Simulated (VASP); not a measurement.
**KCl: single point with PBE**

Crystal: KCl.

```
K Cl
1.0
     3.95664    0.00000    0.00000
     0.00000    3.95664    0.00000
     0.00000    0.00000    3.95664
K Cl
1 1
Direct
  0.00000 0.00000 0.00000
  0.50000 0.50000 0.50000
```

This cell differs from its parent crystal: strained.

```json
{
  "Program": "VASP 6.6.1",
  "Task": "single point",
  "Functional": "PBE",
  "Potentials or basis": "VASP PAW PBE potentials, release 64 (K_sv, Cl)",
  "Cutoff": "520 eV",
  "k mesh": "6 × 6 × 6",
  "Occupations": "gaussian, width 0.02 eV",
  "Spin": "no spin polarisation"
}
```

* Pressure: -1.4 GPa
* Band gap on the k mesh: 4.45 eV (least direct gap 4.63 eV)

Levels at points of the mesh, in eV from the valence-band top:
| k point | band 4 | band 5 | band 6 | band 7 | band 8 | band 9 | band 10 | band 11 | band 12 | band 13 |
| --- | --- | --- | --- | --- | --- | --- | --- | --- | --- | --- |
| (0.00, 0.00, 0.00) | -11.64 | -11.64 | -0.18 | -0.18 | -0.18 | 4.45 | 6.62 | 6.62 | 10.38 | 10.38 |
| (0.50, 0.00, 0.00) | -11.62 | -11.49 | -1.53 | -0.17 | -0.17 | 7.28 | 7.73 | 7.82 | 10.08 | 10.15 |
| (0.50, 0.50, 0.00) | -11.80 | -11.60 | -1.06 | -1.06 | 0.00 | 6.10 | 7.16 | 8.83 | 8.83 | 10.62 |
| (0.50, 0.50, 0.50) | -11.77 | -11.77 | -1.11 | -1.11 | -1.11 | 8.52 | 8.52 | 8.52 | 9.49 | 9.49 |

It took 21 s on 1 thread of AMD EPYC 7R43 64-Core Processor (Zen 3), with other jobs on the host, peak memory 0.14 GiB.

Caveat: the cell differs from its parent crystal (strained). A k mesh can miss the band edges.
